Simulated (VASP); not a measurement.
Be3NiS4: relaxation of cell and atoms with PBE

Be3NiS4:

```
Be Ni S
1.0
     4.95870    0.00000    0.00000
     0.00000    4.95870    0.00000
     0.00000    0.00000    4.95870
Be Ni S
3 1 4
Direct
  0.50000 0.50000 0.00000
  0.50000 0.00000 0.50000
  0.00000 0.50000 0.50000
  0.00000 0.00000 0.00000
  0.25944 0.25944 0.25944
  0.25944 0.74056 0.74056
  0.74056 0.25944 0.74056
  0.74056 0.74056 0.25944
```

```
Program                : VASP 6.6.1
Task                   : relaxation of cell and atoms
Functional             : PBE
Potentials or basis    : VASP PAW PBE potentials, release 64 (Be, Ni, S)
Cutoff                 : 600 eV
k mesh                 : 6 × 6 × 6
Occupations            : gaussian, width 0.1 eV
Spin                   : no spin polarisation
Dipole correction      : no
Further INCAR settings : ALGO = Normal; EDIFF = 1e-06; IBRION = 2; EDIFFG = -0.01; NSW = 60; ISIF = 3
```

| Item | Value |
| --- | --- |
| Relaxed volume | 15.03 Å³/atom |
| Relaxed cell | a = 4.936 Å, b = 4.936 Å, c = 4.936 Å, α = 90.00°, β = 90.00°, γ = 90.00° |
| Space group after relaxing (to 0.05 Å) | P-43m (No. 215) |
| Energy gained by relaxing | 1.3 meV/atom |
| Ionic steps | 5 |
| Pressure after relaxing | 0.0 GPa |
| Largest force after relaxing | 0.008 eV/Å |
| Band gap on the k mesh | zero (band 20 reaches 5.43 eV, above the bottom of band 21 at 4.76 eV) |

Forces on the atoms (eV/Å):
```
Be   0.000  0.000  0.000
Be   0.000  0.000  0.000
Be   0.000  0.000  0.000
Ni   0.000  0.000  0.000
S   -0.005 -0.005 -0.005
S   -0.005  0.005  0.005
S    0.005 -0.005  0.005
S    0.005  0.005 -0.005
```

The path:
| step | energy change (eV) | largest force (eV/Å) | pressure (GPa) | volume (Å³) |
| --- | --- | --- | --- | --- |
| 1 | 0.0000 | 0.1724 | -1.23 | 121.93 |
| 2 | -0.0097 | 0.0347 | 0.26 | 119.88 |
| 3 | -0.0099 | 0.0470 | 0.16 | 120.07 |
| 4 | -0.0099 | 0.0500 | 0.14 | 120.10 |
| 5 | -0.0102 | 0.0085 | 0.02 | 120.25 |

Final structure:
```
CELL_PARAMETERS angstrom
4.93588 0.00000 0.00000
0.00000 4.93588 0.00000
0.00000 0.00000 4.93588
ATOMIC_POSITIONS crystal
Be 0.50000 0.50000 0.00000
Be 0.50000 0.00000 0.50000
Be 0.00000 0.50000 0.50000
Ni 0.00000 0.00000 0.00000
S 0.25827 0.25827 0.25827
S 0.25827 0.74173 0.74173
S 0.74173 0.25827 0.74173
S 0.74173 0.74173 0.25827
```

Levels at points of the mesh, in eV from the Fermi level:
| k point | band 17 | band 18 | band 19 | band 20 | band 21 | band 22 | band 23 | band 24 |
| --- | --- | --- | --- | --- | --- | --- | --- | --- |
| (0.00, 0.00, 0.00) | -1.36 | -1.36 | 0.31 | 0.31 | 0.31 | 2.88 | 2.88 | 2.88 |
| (0.50, 0.00, 0.00) | -1.28 | -1.06 | -0.53 | -0.36 | -0.36 | 3.44 | 4.33 | 5.52 |
| (0.50, 0.50, 0.00) | -1.18 | -0.99 | -0.70 | -0.01 | -0.01 | 4.78 | 4.78 | 5.58 |
| (0.50, 0.50, 0.50) | -1.01 | -1.01 | 0.28 | 0.28 | 0.28 | 4.38 | 4.38 | 4.38 |

Run time: 2.2 min on 1 thread of AMD EPYC 9R45 96-Core Processor (Zen 5), with other jobs on the host, peak memory 0.26 GiB.

Caveat: the run has no spin polarisation, though such a crystal can be magnetic. With open d or f shells a metallic result of PBE can be an artefact of self-interaction; +U or a hybrid may open a gap.
